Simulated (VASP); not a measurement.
## HW8C8: single point with PBE

HW8C8, a slab with vacuum:

```
W C H
1.0
     5.76414    0.00000    0.00000
    -2.88207    4.99189    0.00000
     0.00000    0.00000   17.23580
W C H
8 8 1
Direct
  0.00000 0.00000 0.05802
  0.01379 0.00148 0.22775
  0.00000 0.49999 0.05802
  0.99977 0.49921 0.21980
  0.50001 0.00000 0.05802
  0.49825 0.99357 0.23089
  0.49999 0.49999 0.05802
  0.50367 0.51245 0.22193
  0.33440 0.15924 0.13723
  0.33923 0.16563 0.29035
  0.34825 0.66065 0.13489
  0.33173 0.67345 0.29256
  0.82683 0.18093 0.13105
  0.85864 0.17170 0.29277
  0.84574 0.69605 0.13709
  0.82899 0.65620 0.28860
  0.84771 0.16847 0.35785
```

```json
{"Program": "VASP 6.6.1", "Task": "single point", "Functional": "PBE", "Potentials or basis": "VASP PAW PBE potentials, release 64 (W_sv, C, H)", "Cutoff": "520 eV", "k mesh": "3 × 3 × 1", "Occupations": "fermi-dirac, width 0.05 eV", "Spin": "no spin polarisation", "Dipole correction": "no", "Further INCAR settings": "LREAL = Auto; ALGO = Normal; EDIFF = 1e-07; NBANDS = 86"}
```

| Property | Result |
| --- | --- |
| Largest force | 3.114 eV/Å |
| Band gap on the k mesh | zero (an odd number of electrons rules out a gap without spin polarisation) |

Forces in eV/Å, atoms in the order of the input:
```
W    0.094  0.635 -0.089
W   -0.681 -0.043 -1.761
W   -0.006  0.792 -0.694
W    0.662  0.411  1.266
W   -0.109  0.034  0.185
W    0.882  1.652 -2.488
W    0.438 -0.060 -0.220
W    0.715 -1.679  1.339
C   -0.189  0.708 -0.616
C   -0.088  0.471  0.868
C   -1.805  0.849 -0.254
C   -0.065 -1.244 -0.066
C    1.121 -1.077  1.260
C   -1.733  0.113  2.495
C    0.229 -2.047 -0.606
C    0.397  0.339  0.244
H    0.138  0.147 -0.865
```

Levels at points of the mesh, in eV from the Fermi level:
| k point | band 70 | band 71 | band 72 | band 73 | band 74 | band 75 | band 76 | band 77 |
| --- | --- | --- | --- | --- | --- | --- | --- | --- |
| (0.00, 0.00, 0.00) | 0.27 | 0.42 | 0.54 | 0.62 | 0.66 | 1.01 | 1.39 | 1.44 |

It took 25 min on 1 thread of Intel Xeon 8259CL, with other jobs on the host, peak memory 0.68 GiB.

Caveat: the k points lie up to 0.42 Å⁻¹ apart, too coarse for converged energies and pressures of a metal; the atoms stand as in a frame of molecular dynamics; spin-orbit coupling is left out, which moves the levels of the heavy elements.
